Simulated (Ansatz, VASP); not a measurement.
# Two plane-wave programs on BaTiO3

```
Ba Ti O
1.0
     3.98526    0.00000    0.00000
     0.00000    3.98526    0.00000
     0.00000    0.00000    4.20222
Ba Ti O
1 1 3
Direct
  0.00000 0.00000 0.98930
  0.50000 0.50000 0.47205
  0.50000 0.50000 0.04088
  0.50000 0.00000 0.52038
  0.00000 0.50000 0.52038
```

Alike in both runs: functional PBE; k mesh 8 × 8 × 8; occupations gaussian, width 0.02 eV; no spin polarisation.

Ansatz relaxed the structure, and its values are those at the end. VASP's run is a single point on that final structure, the one shown.

|  | VASP | Ansatz |
| --- | --- | --- |
| version | VASP 6.6.1 | Ansatz 0.2.0 |
| potentials or method | VASP PAW PBE potentials, release 64 (Ba_sv, Ti_sv, O), cutoff 520 eV | scalar-relativistic, plane waves, PAW |
| valence electrons in the cell | 40 | 40 |

|  | VASP | Ansatz | Ansatz less VASP |
| --- | --- | --- | --- |
| gap on the k mesh at the Fermi level (eV) | 1.79 | 1.84 | +0.055 |
| least direct gap on the mesh (eV) | 2.36 | 2.39 | +0.035 |
| pressure (GPa) | 1.6 | 0.0 | -1.58 |
| rms of the force components (eV/Å) | 0.034 | 0.000 | -0.0334 |

With one functional, cell and mesh, what is left measures potentials, basis and numerics.

Spin-orbit coupling is off throughout.
